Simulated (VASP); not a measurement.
# TaRu (Cmmm) in VASP: a series of runs

The runs below take TaRu through single point, with LDA.

Everything below comes from runs of VASP 6.6.1. Logs are shortened: lines on timing, memory, paths and dates and some standing lists are left out, and cuts for length are marked.

### 1 The cell of the first run

Symmetry: Cmmm, No. 65, orthorhombic system. The conventional cell has a = 3.308 Å, b = 4.683 Å, c = 4.162 Å, α = 90.00°, β = 90.00°, γ = 90.00°. Ta (site symmetry mmm) has 8 Ru at 2.66 to 3.13 Å and 6 Ta at 2.87 to 3.31 Å within 3.5 Å. Ru (site symmetry mmm) has 8 Ta at 2.66 to 3.13 Å and 6 Ru at 2.87 to 3.31 Å within 3.5 Å.

### 2 Single point, LDA

Input file INCAR:

```
SYSTEM = TaRu
ALGO     = Fast           ! electronic algorithm
EDIFF    = 1E-7           ! SCF threshold, eV
ENCUT    = 520            ! plane-wave cutoff, eV
GGA      = CA             ! functional
ISIF     = 2              ! what is computed and relaxed
ISMEAR   = 0              ! smearing method
LASPH    = .True.         ! aspherical terms in the spheres
LCHARG   = .True.         ! write CHGCAR
LELF     = .True.         ! ELF
LREAL    = .False.        ! projectors in reciprocal space
LVHAR    = .True.       
LWAVE    = .False.        ! write WAVECAR
NBANDS   = 20             ! bands
NELM     = 100            ! most SCF steps
PREC     = Accurate       ! precision mode
SIGMA    = 0.15           ! smearing width, eV
```

Input file KPOINTS:

```
k-points
0
Gamma
  18 18 12
  0 0 0
```

Input file POSCAR:

```
TaRu
1.0
    1.6541220000     -2.3416130000      0.0000000000
    1.6541220000      2.3416130000      0.0000000000
    0.0000000000      0.0000000000      4.1624230000
Ta Ru
1 1
Direct
    0.5000000000      0.5000000000      0.5000000000
    0.0000000000      0.0000000000      0.0000000000
```

Potentials or basis: VASP PAW LDA potentials, release 64 (Ta_pv, Ru_pv).

On the command line:

```sh
$ cat potpaw_LDA.64/Ta_pv/POTCAR potpaw_LDA.64/Ru_pv/POTCAR > POTCAR
$ mpirun -np 1 vasp_std > vasp.out
```

OUTCAR:

```text
SYSTEM = TaRu
   EDIFF = 1E-7
   ENCUT = 520
   GGA = CA
   ISIF = 2
   ISMEAR = 0
   LASPH = .True.
   LREAL = .False.
   NELM = 100
   PREC = Accurate

 ion  position               nearest neighbor table
   1  0.500  0.500  0.500-   2 2.66   2 2.66   2 2.66   2 2.66   2 3.13   2 3.13   2 3.13   2 3.13

   2  0.000  0.000  0.000-   1 2.66   1 2.66   1 2.66   1 2.66   1 3.13   1 3.13   1 3.13   1 3.13

  LATTYP: Found a base centered orthorhombic cell.
 ALAT       =     3.3082440000
 B/A-ratio  =     1.4156229105
 C/A-ratio  =     1.2581970979

  Lattice vectors:

 A1 = (   1.6541220000,  -2.3416130000,   0.0000000000)
 A2 = (   1.6541220000,   2.3416130000,   0.0000000000)
 A3 = (   0.0000000000,   0.0000000000,   4.1624230000)

Analysis of symmetry for initial positions (statically):
=====================================================================
 Subroutine PRICEL returns:
 Original cell was already a primitive cell.

 Routine SETGRP: Setting up the symmetry group for a
 base centered orthorhombic supercell.

 Subroutine GETGRP returns: Found  8 space group operations
 (whereof  8 operations were pure point group operations)
 out of a pool of  8 trial point group operations.

The static configuration has the point symmetry D_2h.

Analysis of symmetry for dynamics (positions and initial velocities):
=====================================================================
 Subroutine PRICEL returns:
 Original cell was already a primitive cell.

 Routine SETGRP: Setting up the symmetry group for a
 base centered orthorhombic supercell.

 Subroutine GETGRP returns: Found  8 space group operations
 (whereof  8 operations were pure point group operations)
 out of a pool of  8 trial point group operations.

The dynamic configuration has the point symmetry D_2h.

 Subroutine INISYM returns: Found  8 space group operations
 (whereof  8 operations are pure point group operations),
 and found     1 'primitive' translations

----------------------------------------------------------------------------------------

                                     Primitive cell

  volume of cell :      32.2447

  direct lattice vectors                    reciprocal lattice vectors
     1.654122000 -2.341613000  0.000000000     0.302275165 -0.213528025  0.000000000
     1.654122000  2.341613000  0.000000000     0.302275165  0.213528025  0.000000000
     0.000000000  0.000000000  4.162423000     0.000000000  0.000000000  0.240244684

  length of vectors
     2.866927106  2.866927106  4.162423000     0.370087142  0.370087142  0.240244684

  position of ions in fractional coordinates (direct lattice)
     0.500000000  0.500000000  0.500000000
     0.000000000  0.000000000  0.000000000

  ion indices of the primitive-cell ions
   primitive index   ion index
                 1           1
                 2           2

----------------------------------------------------------------------------------------

 KPOINTS: k-points

Automatic generation of k-mesh.
 Grid dimensions read from file:
 generate k-points for:   18   18   12

 Generating k-lattice:

  Cartesian coordinates                     Fractional coordinates (reciprocal lattice)
     0.016793065 -0.011862668  0.000000000     0.055555556  0.000000000  0.000000000
     0.016793065  0.011862668  0.000000000     0.000000000  0.055555556  0.000000000
     0.000000000  0.000000000  0.020020390     0.000000000  0.000000000  0.083333333

  Length of vectors
     0.020560397  0.020560397  0.020020390

  Shift w.r.t. Gamma in fractional coordinates (k-lattice)
     0.000000000  0.000000000  0.000000000

 Subroutine IBZKPT returns following result:
 ===========================================

 Found    637 irreducible k-points:

 Following reciprocal coordinates:
            Coordinates               Weight
  0.000000  0.000000  0.000000      1.000000
  0.055556 -0.000000  0.000000      4.000000
  0.111111 -0.000000  0.000000      4.000000
  0.166667 -0.000000  0.000000      4.000000
  0.222222  0.000000  0.000000      4.000000
  0.277778 -0.000000  0.000000      4.000000
[... 16 lines left out ...]
 -0.277778  0.055556  0.000000      4.000000
 -0.222222  0.055556  0.000000      4.000000
 [... further k-points ...]
   k-points           NKPTS =    637   k-points in BZ     NKDIM =    637   number of bands    NBANDS=     20
   number of dos      NEDOS =    301   number of ions     NIONS =      2
   total plane-waves  NPLWV =  18432
   dimension x,y,z NGX =    24 NGY =   24 NGZ =   32
   dimension x,y,z NGXF=    48 NGYF=   48 NGZF=   64
   ions per type =               1   1
   NGX,Y,Z   is equivalent  to a cutoff of  13.92, 13.92, 12.78 a.u.
   NGXF,Y,Z  is equivalent  to a cutoff of  27.83, 27.83, 25.56 a.u.
 SYSTEM =  TaRu
   PREC   = accura    normal or accurate (medium, high low for compatibility)
   ISTART =      0    job   : 0-new  1-cont  2-samecut
   ICHARG =      2    charge: 1-file 2-atom 10-const
   ISPIN  =      1    spin polarized calculation?
   LNONCOLLINEAR =      F non collinear calculations
   LSORBIT =      F    spin-orbit coupling
   LASPH  =      T    aspherical Exc in radial PAW
   ENCUT  =  520.0 eV  38.22 Ry    6.18 a.u.   5.33  5.33  7.74*2*pi/ulx,y,z
   NELM   =    100;   NELMIN=  2; NELMDL= -5     # of ELM steps
   EDIFF  = 0.1E-06   stopping-criterion for ELM
   LREAL  =      F    real-space projection
   EDIFFG = 0.1E-05   stopping-criterion for IOM
   NSW    =      0    number of steps for IOM
   IBRION =     -1    ionic relax: 0-MD 1-quasi-New 2-CG
   NFREE  =      0    steps in history (QN), initial steepest desc. (CG)
   ISIF   =      2    stress and relaxation
   ISYM   =      2    0-nonsym 1-usesym 2-fastsym
   POTIM  = 0.5000    time-step for ionic-motion
   TEBEG  =    0.0;   TEEND  =   0.0 temperature during run
   PSTRESS=    0.0 pullay stress
   NELECT =      25.0000    total number of electrons
   NUPDOWN=      -1.0000    fix difference up-down
   EMIN   =  10.00;   EMAX   =-10.00  energy-range for DOS
   EFERMI =   0.00;   METHOD = LEGACY
   ISMEAR =     0;   SIGMA  =   0.15  broadening in eV -4-tet -1-fermi 0-gaus
   EFERMI_NEDOS =   21; number of points for ismear=-14 and -15
   IALGO  =     68    algorithm
   IMIX   =      4    mixing-type and parameters
     AMIX     =   0.40;   BMIX     =  1.00
     AMIX_MAG =   1.60;   BMIX_MAG =  1.00
  volume/ion in A,a.u.               =      16.12       108.80
  Fermi-wavevector in a.u.,A,eV,Ry     =   1.503956  2.842065 30.774807  2.261884
  Thomas-Fermi vector in A             =   2.614999
   LORBIT       =      0    0 simple, 1 ext, 2 COOP (PROOUT), +10 PAW based schemes
   GGA     = CA    functional components
   LHFCALC =     F    Hartree Fock is set to
   AEXX    =    0.0000 exact exchange contribution
   IVDW    =     0    specifies the selected vdW correction
   LEPSILON=     F    determine dielectric tensor
   LRPA    =     F    only Hartree local field effects (RPA)
 non-spin polarized calculation
 RMM-DIIS sequential band-by-band and
 Gauss-broadening in eV      SIGMA  =   0.15
  energy-cutoff  :      520.00
  volume of cell :       32.24
 maximum number of plane-waves:       887
 NGX is ok and might be reduce to    24
   NGX = 11   NGY = 11   NGZ = 15

 number of electron      24.9999997 magnetization

 Free energy of the ion-electron system (eV)
  ---------------------------------------------------
  ext. energy  EPLUGINS =         0.00000000
  ---------------------------------------------------
  free energy    TOTEN  =       -23.66732579 eV

  energy without entropy =      -23.64148860  energy(sigma->0) =      -23.65440719

 E-fermi :   8.5862     XC(G=0): -13.3603

 val. band max:        8.5826094200   @ k =   0.3889   0.0556   0.0000
 cond. band min:       8.5862013439   @ k =  -0.2222   0.0556   0.0833
 fundamental gap:      0.0035919239
 Fermi energy:         8.5861602157

 k-point     1 :       0.0000    0.0000    0.0000
  band No.  band energies     occupation
      1     -34.0221      2.00000
      2     -33.7857      2.00000
      3     -33.6149      2.00000
      4     -25.7581      2.00000
      5     -25.3260      2.00000
      6     -25.1741      2.00000
[... 12 lines left out ...]
     19      19.1738      0.00000
     20      19.9261      0.00000

 k-point     2 :       0.0556   -0.0000    0.0000
  band No.  band energies     occupation
      1     -34.0202      2.00000
      2     -33.7901      2.00000
      3     -33.6203      2.00000
      4     -25.7572      2.00000
      5     -25.3408      2.00000
      6     -25.1883      2.00000
[... 12 lines left out ...]
     19      19.4055      0.00000
     20      20.0766      0.00000

 k-point     3 :       0.1111   -0.0000    0.0000
  band No.  band energies     occupation
      1     -34.0146      2.00000
      2     -33.8040      2.00000
      3     -33.6344      2.00000
      4     -25.7547      2.00000
      5     -25.3948      2.00000
      6     -25.2172      2.00000
[... 12 lines left out ...]
     19      20.1715      0.00000
     20      20.7356      0.00000

 k-point     4 :       0.1667   -0.0000    0.0000
  band No.  band energies     occupation
      1     -34.0062      2.00000
      2     -33.8294      2.00000
      3     -33.6519      2.00000
      4     -25.7508      2.00000
      5     -25.4968      2.00000
      6     -25.2402      2.00000
[... 12 lines left out ...]
     19      19.5295      0.00000
     20      21.1578      0.00000

 k-point     5 :       0.2222    0.0000    0.0000
  band No.  band energies     occupation
      1     -33.9957      2.00000
      2     -33.8662      2.00000
      3     -33.6675      2.00000
      4     -25.7460      2.00000
      5     -25.6322      2.00000
      6     -25.2554      2.00000
[... 12 lines left out ...]
     19      18.6323      0.00000
     20      21.0820      0.00000

 k-point     6 :       0.2778   -0.0000    0.0000
  band No.  band energies     occupation
      1     -33.9846      2.00000
      2     -33.9101      2.00000
      3     -33.6788      2.00000
      4     -25.7779      2.00000
      5     -25.7410      2.00000
      6     -25.2666      2.00000
[... 12 lines left out ...]
     19      18.4558      0.00000
     20      20.6305      0.00000

 k-point     7 :       0.3333    0.0000    0.0000
  band No.  band energies     occupation
      1     -33.9741      2.00000
      2     -33.9542      2.00000
      3     -33.6863      2.00000
      4     -25.9138      2.00000
      5     -25.7362      2.00000
      6     -25.2752      2.00000
[... 12 lines left out ...]
     19      19.5802      0.00000
     20      20.0502      0.00000
[... 277 lines left out ...]
 k-point    20 :      -0.4444    0.0556    0.0000
  band No.  band energies     occupation
      1     -34.0118      2.00000
      2     -33.9611      2.00000
      3     -33.7014      2.00000
      4     -26.0818      2.00000
      5     -25.7238      2.00000
      6     -25.3018      2.00000
[... 12 lines left out ...]
     19      19.6508      0.00000
     20      21.0383      0.00000

 k-point    21 :      -0.3889    0.0556    0.0000
  band No.  band energies     occupation
      1     -33.9852      2.00000
      2     -33.9679      2.00000
      3     -33.6984      2.00000
      4     -26.0057      2.00000
      5     -25.7245      2.00000
      6     -25.2936      2.00000
[... 12 lines left out ...]
     19      19.7756      0.00000
     20      20.4373      0.00000

 k-point    22 :      -0.3333    0.0556    0.0000
  band No.  band energies     occupation
      1     -33.9772      2.00000
      2     -33.9464      2.00000
      3     -33.6936      2.00000
      4     -25.8920      2.00000
      5     -25.7271      2.00000
      6     -25.2849      2.00000
[... 12 lines left out ...]
     19      19.2877      0.00000
     20      20.2686      0.00000

 k-point    23 :      -0.2778    0.0556    0.0000
  band No.  band energies     occupation
      1     -33.9880      2.00000
      2     -33.9014      2.00000
      3     -33.6865      2.00000
      4     -25.7533      2.00000
      5     -25.7315      2.00000
      6     -25.2766      2.00000
[... 12 lines left out ...]
     19      18.2734      0.00000
     20      20.8436      0.00000

 k-point    24 :      -0.2222    0.0556    0.0000
  band No.  band energies     occupation
      1     -33.9988      2.00000
      2     -33.8575      2.00000
      3     -33.6756      2.00000
      4     -25.7371      2.00000
      5     -25.6062      2.00000
      6     -25.2687      2.00000
[... 12 lines left out ...]
     19      19.1966      0.00000
     20      21.3695      0.00000

 [... further k-points ...]

------------------------ aborting loop because EDIFF is reached ----------------------------------------

  FORCE on cell =-STRESS in cart. coord.  units (eV):
  Direction    XX          YY          ZZ          XY          YZ          ZX
  --------------------------------------------------------------------------------------
  -------------------------------------------------------------------------------------
  Total       -2.3945620     -2.7889220     -2.7449672     -0.0000000      0.0000000      0.0000000
  in kB     -118.9810521   -138.5760180   -136.3919949     -0.0000000      0.0000000      0.0000000
  external PRESSURE =    -131.3163550 kB  Pullay stress =       0.0000000 kB

 VOLUME and BASIS-vectors are now :
 -----------------------------------------------------------------------------
  energy-cutoff  :      520.00
  volume of cell :       32.24
      direct lattice vectors                 reciprocal lattice vectors
     1.654122000 -2.341613000  0.000000000     0.302275165 -0.213528025  0.000000000
     1.654122000  2.341613000  0.000000000     0.302275165  0.213528025  0.000000000
     0.000000000  0.000000000  4.162423000     0.000000000  0.000000000  0.240244684

 POSITION                                       TOTAL-FORCE (eV/Angst)
 -----------------------------------------------------------------------------------
      1.65412      0.00000      2.08121         0.000000     -0.000000      0.000000
      0.00000      0.00000      0.00000         0.000000      0.000000      0.000000
 -----------------------------------------------------------------------------------
    total drift:                                0.000000     -0.000000      0.000000

  FREE ENERGIE OF THE ION-ELECTRON SYSTEM (eV)
  ---------------------------------------------------
  free  energy   TOTEN  =       -23.6673257939 eV

  energy  without entropy=      -23.6414885958  energy(sigma->0) =      -23.65440719
```

Run time: 18 min. Hardware: 1 thread of AMD EPYC 7R13, shared host; peak memory 0.45 GiB.

Results:

```
Free energy : -23.6673 eV
Pressure    : -13.1 GPa
```

Levels at points of the mesh, in eV from the Fermi level:
| k point | band 11 | band 12 | band 13 | band 14 | band 15 | band 16 |
| --- | --- | --- | --- | --- | --- | --- |
| (0.00, 0.00, 0.00) | -1.62 | -0.34 | -0.34 | 0.97 | 2.55 | 3.47 |
| (0.50, 0.00, 0.00) | -1.89 | -1.52 | -0.74 | 0.03 | 2.78 | 3.47 |
| (0.50, 0.50, 0.00) | 0.61 | 1.11 | 1.86 | 3.03 | 3.99 | 5.24 |
| (0.00, 0.00, 0.50) | -1.37 | -1.01 | -0.71 | -0.50 | 0.02 | 2.30 |
| (0.50, 0.00, 0.50) | -0.29 | 0.57 | 0.96 | 1.33 | 2.31 | 3.58 |
| (0.50, 0.50, 0.50) | -2.05 | -1.10 | 0.12 | 1.16 | 1.69 | 6.37 |

Caveat: spin-orbit coupling is left out, which moves the levels of the heavy elements.

### 3 Single point, LDA

Input file INCAR:

```
SYSTEM = TaRu
ALGO     = Normal         ! electronic algorithm
EDIFF    = 1E-6           ! SCF threshold, eV
ENCUT    = 600            ! plane-wave cutoff, eV
GGA      = CA             ! functional
GGA_COMPAT= .False.      
ISIF     = 2              ! what is computed and relaxed
ISMEAR   = 0              ! smearing method
LASPH    = .True.         ! aspherical terms in the spheres
LCHARG   = .True.         ! write CHGCAR
LELF     = .True.         ! ELF
LREAL    = .False.        ! projectors in reciprocal space
LVHAR    = .True.       
LWAVE    = .False.        ! write WAVECAR
NBANDS   = 22             ! bands
NELM     = 120            ! most SCF steps
PREC     = Accurate       ! precision mode
SIGMA    = 0.15           ! smearing width, eV
```

KPOINTS is that of step 2.

POSCAR is that of step 2.

Potentials or basis: VASP PAW LDA potentials, release 64 (Ta_sv_GW, Ru_sv).

On the command line:

```sh
$ cat potpaw_LDA.64/Ta_sv_GW/POTCAR potpaw_LDA.64/Ru_sv/POTCAR > POTCAR
$ mpirun -np 1 vasp_std > vasp.out
```

It took 2.5 min on 1 thread of Intel Xeon 6975P-C (Granite Rapids), shared host; peak memory 0.64 GiB.

It converged, with:

* Free energy: -26.1675 eV
* Pressure: -13.5 GPa

Stress tensor (GPa, compression positive):
```
-12.34   0.00   0.00
  0.00 -14.17   0.00
  0.00   0.00 -14.13
```

Levels at points of the mesh, in eV from the Fermi level:
```csv
k point,band 13,band 14,band 15,band 16,band 17,band 18
"(0.00, 0.00, 0.00)",-1.62,-0.34,-0.34,0.97,2.56,3.46
"(0.50, 0.00, 0.00)",-1.89,-1.52,-0.74,0.03,2.78,3.47
"(0.50, 0.50, 0.00)",0.62,1.10,1.86,3.03,3.99,5.23
"(0.00, 0.00, 0.50)",-1.37,-1.01,-0.71,-0.50,0.03,2.30
"(0.50, 0.00, 0.50)",-0.29,0.57,0.97,1.34,2.31,3.58
"(0.50, 0.50, 0.50)",-2.05,-1.10,0.12,1.16,1.70,6.36
```

Caveat: spin-orbit coupling is left out, which moves the levels of the heavy elements.
